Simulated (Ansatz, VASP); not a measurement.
## One calculation of TiSi2, two programs

Contents of INCAR:

```
  PREC = Accurate
  ENCUT = 520
  EDIFF = 1E-6
  ISMEAR = -1
  SIGMA = 0.08
  LREAL = F
  LASPH = T
  NELM = 60
  ALGO = Normal
  ISIF = 2
  LWAVE = F
  LCHARG = F
  GGA = PS
  NBANDS = 29
```

File KPOINTS:

```
Automatic mesh
0
Gamma
  8 8 8
```

POSCAR

```
TiSi2
1.0
    0.0000000000      3.9944600000      4.2615000000
    2.3149050000      0.0000000000      4.2615000000
    2.3149050000      3.9944600000      0.0000000000
Ti Si
2 4
Direct
    0.7500000000      0.7500000000      0.7500000000
    0.5000000000      0.5000000000      0.5000000000
    0.0830000000      0.4170000000      0.0830000000
    0.4170000000      0.0830000000      0.4170000000
    0.1670000000      0.8330000000      0.1670000000
    0.8330000000      0.1670000000      0.8330000000
```

Input for Ansatz:

```yaml
crystal:
  lattice:
    - [0.0, 3.99446, 4.2615]
    - [2.314905, 0.0, 4.2615]
    - [2.314905, 3.99446, 0.0]
  atoms:
    - { symbol: Ti, position: [0.75, 0.75, 0.75] }
    - { symbol: Ti, position: [0.5, 0.5, 0.5] }
    - { symbol: Si, position: [0.083, 0.417, 0.083] }
    - { symbol: Si, position: [0.417, 0.083, 0.417] }
    - { symbol: Si, position: [0.167, 0.833, 0.167] }
    - { symbol: Si, position: [0.833, 0.167, 0.833] }
kpoints:
  mp_grid: { grid: [8, 8, 8] }
  band_path:
    path:
      - [0.0, 0.0, 0.0]
      - [0.5, 0.0, 0.5]
      - [1.0, 0.5, 0.5]
      - [0.5, 0.5, 0.0]
      - [0.0, 0.0, 0.0]
      - [0.0, 0.4077337051, 0.4077337051]
      - [1.0, 0.5922662949, 0.5922662949]
      - [1.0, 0.5, 0.5]
      - [0.5, 0.0, 0.5]
    npoints: 5
scf:
  occupations: { method: fermi_dirac, width: 0.08 }
hamiltonian:
  xc: pbesol
  pseudopotentials: { kind: all_electron, lapw: { basis_error: 0.0005 } }
output:
  forces: true
  stress: true
  eigenvalues: true
```

Change from the starting cell: equal xx and yy strain of -3 %.

Alike in both runs: task single point; functional PBEsol; k mesh 8 × 8 × 8; occupations fermi-dirac, width 0.08 eV; no spin polarisation.

```csv
,VASP,Ansatz
version,VASP 6.6.1,Ansatz 0.2.0
potentials or method,"VASP PAW PBE potentials, release 64 (Ti_sv, Si), cutoff 520 eV","all-electron LAPW, scalar-relativistic"
```

VASP gave:

```
pressure (GPa)                                                : 7.9
traceless stress, the component that is largest in VASP (GPa) : -6.53
rms of the force components (eV/Å)                            : 0.113
```

What did Ansatz give for the same quantities?

Pressure (GPa): 7.7; traceless stress, the component that is largest in VASP (GPa): -6.59; rms of the force components (eV/Å): 0.113.

VASP's potentials were made for PBE, not for PBEsol. Atom by atom the forces differ by 0.000 eV/Å (rms over components). Ansatz ran all-electron here, and VASP with PAW potentials.
